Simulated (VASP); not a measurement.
**SnO2: single point with r2SCAN**

SnO2:

```
Sn O
1.0
     4.68781    0.00000    0.00000
     0.00000    4.68781    0.00000
     0.00000    0.00000    3.23652
Sn O
2 4
Direct
  0.50000 0.50000 0.50000
  0.00000 0.00000 0.00000
  0.19385 0.80615 0.50000
  0.80615 0.19385 0.50000
  0.30615 0.30615 0.00000
  0.69385 0.69385 0.00000
```

| Item | Value |
| --- | --- |
| Program | VASP 6.6.1 |
| Task | single point |
| Functional | r2SCAN |
| Potentials or basis | VASP PAW PBE potentials, release 64 (Sn_d, O) |
| Cutoff | 520 eV |
| k mesh | 6 × 6 × 8 |
| Occupations | gaussian, width 0.02 eV |
| Spin | no spin polarisation |
| Dipole correction | no |
| Further INCAR settings | ALGO = Normal; EDIFF = 1e-06; NBANDS = 35 |

```
Pressure               : 4.6 GPa
Largest force          : 0.013 eV/Å
Band gap on the k mesh : 1.96 eV, direct
```

Forces in eV/Å, atoms in the order of the input:
```
Sn   0.000  0.000  0.000
Sn   0.000  0.000  0.000
O    0.009 -0.009  0.000
O   -0.009  0.009  0.000
O   -0.009 -0.009  0.000
O    0.009  0.009  0.000
```

Stress tensor (GPa, compression positive):
```
6.17 0.00 0.00
0.00 6.17 0.00
0.00 0.00 1.42
```

Levels at points of the mesh, in eV from the valence-band top:
| k point | band 24 | band 25 | band 26 | band 27 | band 28 | band 29 |
| --- | --- | --- | --- | --- | --- | --- |
| (0.00, 0.00, 0.00) | -0.76 | -0.76 | 0.00 | 1.96 | 6.74 | 6.98 |
| (0.50, 0.00, 0.00) | -1.21 | -0.61 | -0.61 | 5.19 | 5.19 | 7.73 |
| (0.50, 0.50, 0.00) | -1.35 | -0.88 | -0.88 | 5.58 | 5.58 | 8.25 |
| (0.00, 0.00, 0.50) | -1.72 | -1.28 | -1.28 | 7.08 | 7.08 | 10.74 |
| (0.50, 0.00, 0.50) | -1.11 | -0.60 | -0.60 | 7.40 | 7.40 | 9.16 |
| (0.50, 0.50, 0.50) | -0.94 | -0.83 | -0.83 | 5.77 | 5.77 | 9.76 |

Wall time 5.6 min on 1 thread of Intel Xeon 8259CL (shared host), peak memory 0.24 GiB.

Caveat: the PAW data sets were made with another functional, which shifts forces and pressure a little; spin-orbit coupling is left out, which moves the levels of the heavy elements. r2SCAN opens gaps a little over a GGA but as a rule still falls short of measured ones.
